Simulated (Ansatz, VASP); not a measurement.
## HfN: VASP beside Ansatz

INCAR

```
ALGO = Normal
EDIFF = 1E-6
ENCUT = 520
GGA = PE
ISIF = 2
ISMEAR = 0
LASPH = True
LCHARG = False
LREAL = False
LWAVE = False
NBANDS = 14
NELM = 80
PREC = Accurate
SIGMA = 0.15
```

Contents of KPOINTS:

```
k-points
0
Gamma
  20 20 20
```

Contents of POSCAR:

```
HfN
1.0
    0.0000000000      2.3847521867      2.0270393587
    2.3847521867      0.0000000000      2.0270393587
    2.3847521867      2.3847521867      0.0000000000
Hf N
1 1
Direct
    0.0000000000      0.0000000000      0.0000000000
    0.5000000000      0.5000000000      0.5000000000
```

Input for Ansatz:

```yaml
crystal:
  lattice:
    - [0.0, 2.3847521867, 2.0270393587]
    - [2.3847521867, 0.0, 2.0270393587]
    - [2.3847521867, 2.3847521867, 0.0]
  atoms:
    - { symbol: Hf, position: [0.0, 0.0, 0.0] }
    - { symbol: "N", position: [0.5, 0.5, 0.5] }
basis:
  ecutwfc: 420
kpoints:
  mp_grid: { grid: [20, 20, 20] }
hamiltonian:
  xc: pbe
scf:
  occupations: { method: gaussian, width: 0.15 }
output:
  forces: true
  stress: true
  eigenvalues: true
```

Alike in both runs: task single point; functional PBE; k mesh 20 × 20 × 20; occupations gaussian, width 0.15 eV; no spin polarisation.

|  | VASP | Ansatz |
| --- | --- | --- |
| version | VASP 6.6.1 | Ansatz 0.2.0 |
| potentials or method | VASP PAW PBE potentials, release 64 (Hf_pv, N), cutoff 520 eV | scalar-relativistic, plane waves, PAW |
| valence electrons in the cell | 15 | 31 |

|  | VASP | Ansatz | Ansatz less VASP |
| --- | --- | --- | --- |
| gap on the k mesh at the Fermi level (eV) | none | none | - |
| pressure (GPa) | 22.4 | 24.2 | +1.80 |
| traceless stress, the component that is largest in VASP (GPa) | 73.60 | 73.16 | -0.442 |

A gap of «none» marks a metal or a gap that the smearing closes. VASP's potentials hold 15 valence electrons a cell and Ansatz's 31, so a difference there can come from the potentials and not from the codes.

Neither program's run includes spin-orbit coupling.
